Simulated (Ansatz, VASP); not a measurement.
ZnRh3: VASP beside Ansatz

INCAR

```
PREC = Accurate
ENCUT = 520
EDIFF = 1E-7
ISMEAR = -1
SIGMA = 0.1
LREAL = F
LASPH = T
NELM = 100
ALGO = Normal
ISIF = 2
LWAVE = F
LCHARG = F
NBANDS = 36
```

The input KPOINTS:

```
regular mesh
0
Gamma
  3 3 3
```

POSCAR

```
ZnRh3
1.0
   -1.8981420000      1.8981420000      3.7881810000
    1.8981420000     -1.8981420000      3.7881810000
    1.8981420000      1.8981420000     -3.7881810000
Zn Rh
1 3
Direct
    0.0000000000      0.0000000000      0.0000000000
    0.7500000000      0.2500000000      0.5000000000
    0.2500000000      0.7500000000      0.5000000000
    0.5000000000      0.5000000000      0.0000000000
```

Input for Ansatz:

```yaml
crystal:
  lattice:
    - [-1.898142, 1.898142, 3.788181]
    - [1.898142, -1.898142, 3.788181]
    - [1.898142, 1.898142, -3.788181]
  atoms:
    - { symbol: Zn, position: [0.0, 0.0, 0.0] }
    - { symbol: Rh, position: [0.75, 0.25, 0.5] }
    - { symbol: Rh, position: [0.25, 0.75, 0.5] }
    - { symbol: Rh, position: [0.5, 0.5, 0.0] }
kpoints:
  mp_grid:
    grid: [3, 3, 3]
hamiltonian:
  xc: lda
  pseudopotentials:
    kind: paw
scf:
  occupations:
    method: fermi_dirac
output:
  stress: true
```

Alike in both runs: task single point; functional LDA; k mesh 3 × 3 × 3; no spin polarisation.

```csv
,VASP,Ansatz
version,VASP 6.6.1,Ansatz 0.2.0
potentials or method,"VASP PAW LDA potentials, release 64 (Zn, Rh_pv)","plane waves, PAW"
plane-wave cutoff (eV),520,420
occupations,"fermi-dirac, width 0.1 eV",fermi-dirac
valence electrons in the cell,57,63
```

```csv
,VASP,Ansatz,Ansatz less VASP
pressure (GPa),-10.0,-11.0,-0.96
"traceless stress, the component that is largest in VASP (GPa)",-1.23,-1.27,-0.033
```

LDA's correlation is that of Perdew and Zunger in VASP and of Perdew and Wang (1992) in Ansatz. VASP's potentials hold 57 valence electrons a cell and Ansatz's 63, so a difference there can come from the potentials and not from the codes.

The k mesh is coarse, so the values compare programs but aren't converged.
